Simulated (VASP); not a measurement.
# Pb (P6_3/mmc) in VASP: notebook

Runs on Pb. Level: PBE. Tasks: single point.

Everything below comes from runs of VASP 6.6.1. Logs are shortened: lines on timing, memory, paths and dates and some standing lists are left out, and cuts for length are marked.

**1. The cell of the first run**

The structure is hexagonal, space group P6_3/mmc (No. 194). The conventional cell has a = 3.571 Å, b = 3.571 Å, c = 11.647 Å, α = 90.00°, β = 90.00°, γ = 120.00°. Within 4.7 Å of Pb (site symmetry -6m2) lie 12 Pb at 3.57 Å. Within 4.7 Å of Pb (site symmetry -3m) lie 12 Pb at 3.57 Å.

**2. Single point, PBE**

INCAR reads:

```
ALGO = Fast
EDIFF = 1E-6
ENCUT = 520
GGA = PE
ISIF = 2
ISMEAR = -1
LASPH = T
LCHARG = F
LREAL = F
LWAVE = F
NBANDS = 36
NELM = 80
PREC = Accurate
SIGMA = 0.05
```

KPOINTS reads:

```
k-points
0
Gamma
  9 9 3
```

POSCAR reads:

```
Pb
1.0
    3.5707446996      0.0000000000      0.0000000000
   -1.7853723498      3.0923556203      0.0000000000
    0.0000000000      0.0000000000     11.6465123390
Pb
4
Direct
    0.6666666667      0.3333333333      0.7500000000
    0.0000000000      0.0000000000      0.5000000000
    0.3333333333      0.6666666667      0.2500000000
    0.0000000000      0.0000000000      0.0000000000
```

Potentials or basis: VASP PAW PBE potentials, release 64 (Pb_d).

The run is started by

```console
$ cat potpaw_PBE.64/Pb_d/POTCAR > POTCAR
$ mpirun -np 1 vasp_std > vasp.out
```

OUTCAR:

```text
EDIFF = 1E-6
   ENCUT = 520
   GGA = PE
   ISIF = 2
   ISMEAR = -1
   LASPH = T
   LREAL = F
   NELM = 80
   PREC = Accurate

 ion  position               nearest neighbor table
   1  0.667  0.333  0.750-   2 3.57   4 3.57   2 3.57   4 3.57   2 3.57   4 3.57
   2  0.000  0.000  0.500-   1 3.57   3 3.57   1 3.57   3 3.57   1 3.57   3 3.57
   3  0.333  0.667  0.250-   2 3.57   4 3.57   2 3.57   4 3.57   2 3.57   4 3.57
   4  0.000  0.000  0.000-   1 3.57   3 3.57   1 3.57   3 3.57   1 3.57   3 3.57

  LATTYP: Found a hexagonal cell.
 ALAT       =     3.5707446996
 C/A-ratio  =     3.2616480087

  Lattice vectors:

 A1 = (   3.5707446996,   0.0000000000,   0.0000000000)
 A2 = (  -1.7853723498,   3.0923556203,   0.0000000000)
 A3 = (   0.0000000000,   0.0000000000,  11.6465123390)

Analysis of symmetry for initial positions (statically):
=====================================================================
 Subroutine PRICEL returns:
 Original cell was already a primitive cell.

 Routine SETGRP: Setting up the symmetry group for a
 hexagonal supercell.

 Subroutine GETGRP returns: Found 24 space group operations
 (whereof 12 operations were pure point group operations)
 out of a pool of 24 trial point group operations.

The static configuration has the point symmetry D_3d.
 The point group associated with its full space group is D_6h.

Analysis of symmetry for dynamics (positions and initial velocities):
=====================================================================
 Subroutine PRICEL returns:
 Original cell was already a primitive cell.

 Routine SETGRP: Setting up the symmetry group for a
 hexagonal supercell.

 Subroutine GETGRP returns: Found 24 space group operations
 (whereof 12 operations were pure point group operations)
 out of a pool of 24 trial point group operations.

The dynamic configuration has the point symmetry D_3d.
 The point group associated with its full space group is D_6h.

 Subroutine INISYM returns: Found 24 space group operations
 (whereof 12 operations are pure point group operations),
 and found     1 'primitive' translations

----------------------------------------------------------------------------------------

                                     Primitive cell

  volume of cell :     128.6009

  direct lattice vectors                    reciprocal lattice vectors
     3.570744700  0.000000000  0.000000000     0.280053626  0.161689036  0.000000000
    -1.785372350  3.092355620  0.000000000     0.000000000  0.323378073  0.000000000
     0.000000000  0.000000000 11.646512339     0.000000000  0.000000000  0.085862615

  length of vectors
     3.570744700  3.570744700 11.646512339     0.323378073  0.323378073  0.085862615

  position of ions in fractional coordinates (direct lattice)
     0.666666667  0.333333333  0.750000000
     0.000000000  0.000000000  0.500000000
     0.333333333  0.666666667  0.250000000
     0.000000000  0.000000000  0.000000000

  ion indices of the primitive-cell ions
   primitive index   ion index
                 1           1
                 2           2
                 3           3
                 4           4

----------------------------------------------------------------------------------------

 KPOINTS: k-points

Automatic generation of k-mesh.
 Grid dimensions read from file:
 generate k-points for:    9    9    3

 Generating k-lattice:

  Cartesian coordinates                     Fractional coordinates (reciprocal lattice)
     0.031117070  0.017965448  0.000000000     0.111111111 -0.000000000  0.000000000
     0.000000000  0.035930897  0.000000000     0.000000000  0.111111111  0.000000000
     0.000000000  0.000000000  0.028620872     0.000000000  0.000000000  0.333333333

  Length of vectors
     0.035930897  0.035930897  0.028620872

  Shift w.r.t. Gamma in fractional coordinates (k-lattice)
     0.000000000  0.000000000  0.000000000

 Subroutine IBZKPT returns following result:
 ===========================================

 Found     24 irreducible k-points:

 Following reciprocal coordinates:
            Coordinates               Weight
  0.000000  0.000000  0.000000      1.000000
  0.111111  0.000000  0.000000      6.000000
  0.222222 -0.000000  0.000000      6.000000
  0.333333  0.000000  0.000000      6.000000
  0.444444 -0.000000  0.000000      6.000000
  0.111111  0.111111  0.000000      6.000000
[... 16 lines left out ...]
  0.333333  0.222222  0.333333     24.000000
  0.333333  0.333333  0.333333      4.000000
   k-points           NKPTS =     24   k-points in BZ     NKDIM =     24   number of bands    NBANDS=     36
   number of dos      NEDOS =    301   number of ions     NIONS =      4
   total plane-waves  NPLWV =  70560
   dimension x,y,z NGX =    28 NGY =   28 NGZ =   90
   dimension x,y,z NGXF=    56 NGYF=   56 NGZF=  180
   ions per type =               4
   NGX,Y,Z   is equivalent  to a cutoff of  13.04, 13.04, 12.85 a.u.
   NGXF,Y,Z  is equivalent  to a cutoff of  26.07, 26.07, 25.69 a.u.
 SYSTEM =  unknown system
   PREC   = accura    normal or accurate (medium, high low for compatibility)
   ISTART =      0    job   : 0-new  1-cont  2-samecut
   ICHARG =      2    charge: 1-file 2-atom 10-const
   ISPIN  =      1    spin polarized calculation?
   LNONCOLLINEAR =      F non collinear calculations
   LSORBIT =      F    spin-orbit coupling
   LASPH  =      T    aspherical Exc in radial PAW
   ENCUT  =  520.0 eV  38.22 Ry    6.18 a.u.   6.64  6.64 21.65*2*pi/ulx,y,z
   NELM   =     80;   NELMIN=  2; NELMDL= -5     # of ELM steps
   EDIFF  = 0.1E-05   stopping-criterion for ELM
   LREAL  =      F    real-space projection
   EDIFFG = 0.1E-04   stopping-criterion for IOM
   NSW    =      0    number of steps for IOM
   IBRION =     -1    ionic relax: 0-MD 1-quasi-New 2-CG
   NFREE  =      0    steps in history (QN), initial steepest desc. (CG)
   ISIF   =      2    stress and relaxation
   ISYM   =      2    0-nonsym 1-usesym 2-fastsym
   POTIM  = 0.5000    time-step for ionic-motion
   TEBEG  =    0.0;   TEEND  =   0.0 temperature during run
   PSTRESS=    0.0 pullay stress
   NELECT =      56.0000    total number of electrons
   NUPDOWN=      -1.0000    fix difference up-down
   EMIN   =  10.00;   EMAX   =-10.00  energy-range for DOS
   EFERMI =   0.00;   METHOD = LEGACY
   ISMEAR =    -1;   SIGMA  =   0.05  broadening in eV -4-tet -1-fermi 0-gaus
   EFERMI_NEDOS =   21; number of points for ismear=-14 and -15
   IALGO  =     68    algorithm
   IMIX   =      4    mixing-type and parameters
     AMIX     =   0.40;   BMIX     =  1.00
     AMIX_MAG =   1.60;   BMIX_MAG =  1.00
  volume/ion in A,a.u.               =      32.15       216.96
  Fermi-wavevector in a.u.,A,eV,Ry     =   1.240860  2.344885 20.949348  1.539734
  Thomas-Fermi vector in A             =   2.375283
   LORBIT       =      0    0 simple, 1 ext, 2 COOP (PROOUT), +10 PAW based schemes
   GGA     = PE    functional components
   LHFCALC =     F    Hartree Fock is set to
   AEXX    =    0.0000 exact exchange contribution
   IVDW    =     0    specifies the selected vdW correction
   LEPSILON=     F    determine dielectric tensor
   LRPA    =     F    only Hartree local field effects (RPA)
 non-spin polarized calculation
 RMM-DIIS sequential band-by-band and
  energy-cutoff  :      520.00
  volume of cell :      128.60
 maximum number of plane-waves:      3523
 NGX is ok and might be reduce to    28
   NGX = 13   NGY = 13   NGZ = 43

 number of electron      55.9999992 magnetization

 Free energy of the ion-electron system (eV)
  ---------------------------------------------------
  ext. energy  EPLUGINS =         0.00000000
  ---------------------------------------------------
  free energy    TOTEN  =       -14.27145086 eV

  energy without entropy =      -14.26191147  energy(sigma->0) =      -14.26668116

 E-fermi :   6.6258     XC(G=0):  -9.9090

 val. band max:        6.5614802046   @ k =   0.3333   0.1111   0.3333
 cond. band min:       6.8041903977   @ k =   0.2222  -0.0000   0.0000
 fundamental gap:      0.2427101931
 Fermi energy:         6.6257668740

 k-point     1 :       0.0000    0.0000    0.0000
  band No.  band energies     occupation
      1     -10.4338      2.00000
      2     -10.4276      2.00000
      3     -10.4124      2.00000
      4     -10.4124      2.00000
      5     -10.3965      2.00000
      6     -10.3965      2.00000
[... 28 lines left out ...]
     35      13.5610      0.00000
     36      13.6702      0.00000

 k-point     2 :       0.1111    0.0000    0.0000
  band No.  band energies     occupation
      1     -10.4321      2.00000
      2     -10.4273      2.00000
      3     -10.4082      2.00000
      4     -10.4023      2.00000
      5     -10.3895      2.00000
      6     -10.3891      2.00000
[... 28 lines left out ...]
     35      13.4199      0.00000
     36      13.6554      0.00000

 k-point     3 :       0.2222   -0.0000    0.0000
  band No.  band energies     occupation
      1     -10.4620      2.00000
      2     -10.4457      2.00000
      3     -10.4160      2.00000
      4     -10.3972      2.00000
      5     -10.3790      2.00000
      6     -10.3646      2.00000
[... 28 lines left out ...]
     35      12.4052      0.00000
     36      13.1786      0.00000

 k-point     4 :       0.3333    0.0000    0.0000
  band No.  band energies     occupation
      1     -10.4978      2.00000
      2     -10.4659      2.00000
      3     -10.4525      2.00000
      4     -10.4073      2.00000
      5     -10.4014      2.00000
      6     -10.3799      2.00000
[... 28 lines left out ...]
     35      11.0084      0.00000
     36      12.4420      0.00000

 k-point     5 :       0.4444   -0.0000    0.0000
  band No.  band energies     occupation
      1     -10.5204      2.00000
      2     -10.4796      2.00000
      3     -10.4771      2.00000
      4     -10.4247      2.00000
      5     -10.4115      2.00000
      6     -10.3917      2.00000
[... 655 lines left out ...]
 k-point    22 :       0.2222    0.2222    0.3333
  band No.  band energies     occupation
      1     -10.4439      2.00000
      2     -10.4274      2.00000
      3     -10.4270      2.00000
      4     -10.4093      2.00000
      5     -10.3950      2.00000
      6     -10.3876      2.00000
[... 28 lines left out ...]
     35      11.2266      0.00000
     36      11.2398      0.00000

 k-point    23 :       0.3333    0.2222    0.3333
  band No.  band energies     occupation
      1     -10.4551      2.00000
      2     -10.4483      2.00000
      3     -10.4134      2.00000
      4     -10.4069      2.00000
      5     -10.3911      2.00000
      6     -10.3851      2.00000
[... 28 lines left out ...]
     35      10.0795      0.00000
     36      10.6656      0.00000

 k-point    24 :       0.3333    0.3333    0.3333
  band No.  band energies     occupation
      1     -10.4480      2.00000
      2     -10.4480      2.00000
      3     -10.4223      2.00000
      4     -10.3929      2.00000
      5     -10.3545      2.00000
      6     -10.3545      2.00000
[... 28 lines left out ...]
     35       9.5252      0.00000
     36      10.3073      0.00000

------------------------ aborting loop because EDIFF is reached ----------------------------------------

  FORCE on cell =-STRESS in cart. coord.  units (eV):
  Direction    XX          YY          ZZ          XY          YZ          ZX
  --------------------------------------------------------------------------------------
  -------------------------------------------------------------------------------------
  Total       -0.4693759     -0.4693759     -0.1872246     -0.0000000      0.0000000      0.0000000
  in kB       -5.8477296     -5.8477296     -2.3325419     -0.0000000      0.0000000      0.0000000
  external PRESSURE =      -4.6760004 kB  Pullay stress =       0.0000000 kB

 VOLUME and BASIS-vectors are now :
 -----------------------------------------------------------------------------
  energy-cutoff  :      520.00
  volume of cell :      128.60
      direct lattice vectors                 reciprocal lattice vectors
     3.570744700  0.000000000  0.000000000     0.280053626  0.161689036  0.000000000
    -1.785372350  3.092355620  0.000000000     0.000000000  0.323378073  0.000000000
     0.000000000  0.000000000 11.646512339     0.000000000  0.000000000  0.085862615

 POSITION                                       TOTAL-FORCE (eV/Angst)
 -----------------------------------------------------------------------------------
      1.78537      1.03079      8.73488         0.000000     -0.000000      0.000000
      0.00000      0.00000      5.82326         0.000000     -0.000000      0.000000
     -0.00000      2.06157      2.91163        -0.000000      0.000000     -0.000000
      0.00000      0.00000      0.00000         0.000000     -0.000000      0.000000
 -----------------------------------------------------------------------------------
    total drift:                                0.000000     -0.000000      0.000000

  FREE ENERGIE OF THE ION-ELECTRON SYSTEM (eV)
  ---------------------------------------------------
  free  energy   TOTEN  =       -14.2714508605 eV

  energy  without entropy=      -14.2619114680  energy(sigma->0) =      -14.26668116
```

Run time: 3.6 min. Hardware: 1 thread of Intel Xeon Platinum 8488C (Sapphire Rapids), shared host; peak memory 0.28 GiB.

Results:

```
Free energy            : -14.2715 eV
Pressure               : -0.5 GPa
Band gap on the k mesh : zero (band 28 reaches 11.98 eV, above the bottom of band 29 at 4.72 eV)
```

Stress tensor (GPa, compression positive):
```
-0.58  0.00  0.00
 0.00 -0.58  0.00
 0.00  0.00 -0.23
```

Caveat: spin-orbit coupling is left out, which moves the levels of the heavy elements.

**3. Single point, PBE**

This run uses another cell than the first one, of 32.77 Å³/atom, 1.019 times its volume.

INCAR reads:

```
SYSTEM = Pb
PREC = Accurate
ENCUT = 520
EDIFF = 1E-6
ISMEAR = -1
SIGMA = 0.05
LREAL = .FALSE.
LASPH = .TRUE.
NELM = 100
ALGO = Fast
ISIF = 2
LWAVE = .FALSE.
LCHARG = .FALSE.
GGA = PE
NBANDS = 36
```

KPOINTS reads:

```
Automatic mesh
0
G
  9 9 3
  0 0 0
```

POSCAR reads:

```
Pb
1.0
    3.5934889096      0.0000000000      0.0000000000
   -1.7967444549      3.1120526840      0.0000000000
    0.0000000000      0.0000000000     11.7206959463
Pb
4
Direct
    0.6666666667      0.3333333333      0.7500000000
    0.0000000000      0.0000000000      0.5000000000
    0.3333333333      0.6666666667      0.2500000000
    0.0000000000      0.0000000000      0.0000000000
```

Potentials or basis: VASP PAW PBE potentials, release 64 (Pb_d).

The run is started by

```console
$ cat potpaw_PBE.64/Pb_d/POTCAR > POTCAR
$ mpirun -np 1 vasp_std > vasp.out
```

It took 4.4 min on 1 thread of Intel Xeon Platinum 8488C (Sapphire Rapids), shared host; peak memory 0.28 GiB.

Results (log left out):

| Quantity | Value |
| --- | --- |
| Free energy | -14.2597 eV |
| Pressure | -1.2 GPa |
| Band gap on the k mesh | zero (band 28 reaches 11.67 eV, above the bottom of band 29 at 4.57 eV) |

Stress tensor (GPa, compression positive):
```
-1.28  0.00  0.00
 0.00 -1.28  0.00
 0.00  0.00 -0.98
```

Levels at points of the mesh, in eV from the Fermi level:
```csv
k point,band 24,band 25,band 26,band 27,band 28,band 29,band 30,band 31,band 32,band 33
"(0.00, 0.00, 0.00)",-8.04,-3.82,0.65,0.66,5.15,5.15,5.85,5.85,5.93,5.93
```

Caveat: spin-orbit coupling is left out, which moves the levels of the heavy elements.

**4. Single point, PBE**

This run uses another cell than the first one, of 29.06 Å³/atom, 0.904 times its volume.

INCAR reads:

```
ALGO = Fast ; EDIFF = 1E-6
ENCUT = 520 ; GGA = PE
ISIF = 2 ; ISMEAR = -1
LASPH = True ; LCHARG = False
LREAL = False ; LWAVE = False
NBANDS = 36 ; NELM = 100
PREC = Accurate ; SIGMA = 0.05
```

KPOINTS reads:

```
k-points
0
Gamma
  9 9 3
```

POSCAR reads:

```
Pb
1.0
    3.4524201150      0.0000000000      0.0000000000
   -1.7262100576      2.9898835242      0.0000000000
    0.0000000000      0.0000000000     11.2605791934
Pb
4
Direct
    0.6666666667      0.3333333333      0.7500000000
    0.0000000000      0.0000000000      0.5000000000
    0.3333333333      0.6666666667      0.2500000000
    0.0000000000      0.0000000000      0.0000000000
```

The run is started by

```console
$ cat potpaw_PBE.64/Pb_d/POTCAR > POTCAR
$ mpirun -np 1 vasp_std > vasp.out
```

Wall time 4 min (1 thread of Intel Xeon Platinum 8488C (Sapphire Rapids), shared host); peak memory 0.27 GiB.

It converged, with:

```yaml
Free_energy: -14.1276 eV
Pressure: 4.5 GPa
Band_gap_on_the_k_mesh: zero (band 28 reaches 13.68 eV, above the bottom of band 29 at 5.57 eV)
```

Stress tensor (GPa, compression positive):
```
4.33 0.00 0.00
0.00 4.33 0.00
0.00 0.00 4.95
```

Levels at points of the mesh, in eV from the Fermi level:
| k point | band 24 | band 25 | band 26 | band 27 | band 28 | band 29 | band 30 | band 31 | band 32 | band 33 |
| --- | --- | --- | --- | --- | --- | --- | --- | --- | --- | --- |
| (0.00, 0.00, 0.00) | -8.16 | -4.42 | 0.83 | 0.84 | 5.80 | 5.80 | 6.64 | 6.64 | 6.71 | 6.71 |

Caveat: spin-orbit coupling is left out, which moves the levels of the heavy elements.

**5. Overview**

```tsv
cell	gap on the mesh (eV)	pressure (GPa)
a = 3.571, b = 3.571, c = 11.647 Å, angles 90.0, 90.0, 120.0°, 4 atoms	none	-0.5
a = 3.593, b = 3.593, c = 11.721 Å, angles 90.0, 90.0, 120.0°, 4 atoms	none	-1.2
a = 3.452, b = 3.452, c = 11.261 Å, angles 90.0, 90.0, 120.0°, 4 atoms	none	4.5
```

Alike in all rows: task single point; level PBE; potentials or basis VASP PAW PBE potentials, release 64 (Pb_d); no spin polarisation; k mesh 9 × 9 × 3; cutoff (eV) 520; smearing fermi-dirac 0.05 eV.

Caveats: spin-orbit coupling is left out, which moves the levels of the heavy elements.

Total energies depend on the potentials used, so only differences within one code and one set of settings carry meaning.
